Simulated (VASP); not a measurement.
Here is a VASP 6.6.1 calculation.

The input INCAR:

```
PREC = Accurate
ENCUT = 1000
EDIFF = 1E-6
ISMEAR = -1
SIGMA = 0.05
LREAL = Auto
LASPH = True
NELM = 120
ALGO = Normal
ISIF = 2
LWAVE = False
LCHARG = True
LELF = True
LVHAR = True
NBANDS = 60
GGA_COMPAT = False
```

Contents of KPOINTS:

```
regular mesh
0
Gamma
  1 1 1
```

POSCAR

```
H20CO9
1.0
    6.7459970000      0.0000000000      0.0000000000
    0.0000000000      6.7459970000      0.0000000000
    0.0000000000      0.0000000000      6.7459970000
O H C
9 20 1
Direct
    0.1299778559      0.4175656246      0.3524997400
    0.3969475117      0.7151923655      0.4052602995
    0.8508238184      0.5633342216      0.6270149787
    0.7306643911      0.8302999306     -0.1050943339
    0.2857672115      0.2060929071      0.6323030884
    0.7039316386     -0.0300078345      0.4035342975
    0.4701455428      0.5333031533      0.7246211898
   -0.0203783048      0.8351921545      0.1851069639
    0.6021587114      0.1618108702      0.0881179641
    0.2319239489      0.5224982385      0.3329140222
    0.0169363847      0.4891188829      0.4127742458
    0.2858262776      0.8079322567      0.4119741695
    0.4113447510      0.6498358863      0.5455993643
    0.9272778146      0.4730195940      0.7106329671
    0.8303957673      0.6859024969      0.7112753263
    0.6149188996      0.7436481731     -0.0845661189
    0.8269774292      0.8146924781      0.0133877390
    0.3963413010      0.1242724363      0.5860995453
    0.2245254651      0.2743197830      0.5104323838
    0.6528893913      0.0531424175      0.2884498323
    0.6041276650     -0.1397345211      0.4095883729
    0.3976601096      0.4013876783      0.7113381795
    0.6098942521      0.5099788461      0.6795853547
   -0.1191824441      0.8940721210      0.2901843346
    0.0696980573      0.9403891866      0.1432588107
    0.6837805206      0.4130442033      0.2355192167
    0.6514717202      0.0641184347     -0.0119185611
    0.8789712195      0.3081953529      0.0916547897
    0.6744474314      0.4372206870     -0.0276465732
    0.7169843614      0.3366893750      0.0944346110
```

Potentials or basis: VASP PAW LDA potentials, release 64 (O_h, H_h, C_h).

Launch:

```console
$ cat potpaw_LDA.64/O_h/POTCAR potpaw_LDA.64/H_h/POTCAR potpaw_LDA.64/C_h/POTCAR > POTCAR
$ mpirun -np 1 vasp_gam > vasp.out
```

What does it give for the pressure?

-0.8 GPa.

Predict the largest force.

0.206 eV/Å.

Stress tensor (GPa, compression positive):
```
-0.90  0.28  0.19
 0.28 -0.79 -0.68
 0.19 -0.68 -0.71
```

Caveat: the k points lie up to 0.93 Å⁻¹ apart, too coarse for converged energies, forces and pressures.
